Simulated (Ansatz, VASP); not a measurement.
# Zr3W4Se in VASP and in Ansatz

```
CELL_PARAMETERS angstrom
3.24738 -0.00007 -0.00285
-0.00004 3.24754 -0.00015
-0.01205 -0.00071 14.08004
ATOMIC_POSITIONS crystal
Zr 0.99990 0.99943 0.49994
Zr 0.50251 0.50070 0.86563
Zr 0.49768 0.50008 0.13435
W 0.99834 0.99962 0.26923
W 0.49907 0.49943 0.37097
W 0.50092 0.49975 0.62901
W 0.00164 0.00017 0.73076
Se 0.99996 0.00082 0.00011
```

Change from the starting cell: cell x1, atoms moved at random (sigma 0.1 Å) and cell strained at random (1.5 %), then relaxed without symmetry.

Alike in both runs: functional PBE; k mesh 6 × 6 × 2; occupations gaussian, width 0.2 eV; no spin polarisation.

Ansatz relaxed the structure, and its values are those at the end. VASP's run is a single point on that final structure, the one shown.

|  | VASP | Ansatz |
| --- | --- | --- |
| version | VASP 6.6.1 | Ansatz 0.2.0 |
| potentials or method | VASP PAW PBE potentials, release 64 (Zr_sv, W_sv, Se), cutoff 520 eV | scalar-relativistic, plane waves, PAW |
| valence electrons in the cell | 98 | 108 |

Ansatz gave:

| Quantity | Value |
| --- | --- |
| gap on the k mesh at the Fermi level (eV) | none |
| pressure (GPa) | 0.0 |
| rms of the force components (eV/Å) | 0.004 |

Task: Estimate VASP's values.

Result: gap on the k mesh at the Fermi level (eV): none; pressure (GPa): 0.2; rms of the force components (eV/Å): 0.008.

A gap of «none» marks a metal or a gap that the smearing closes. VASP's potentials hold 98 valence electrons a cell and Ansatz's 108, so a difference there can come from the potentials and not from the codes.

Neither program's run includes spin-orbit coupling.
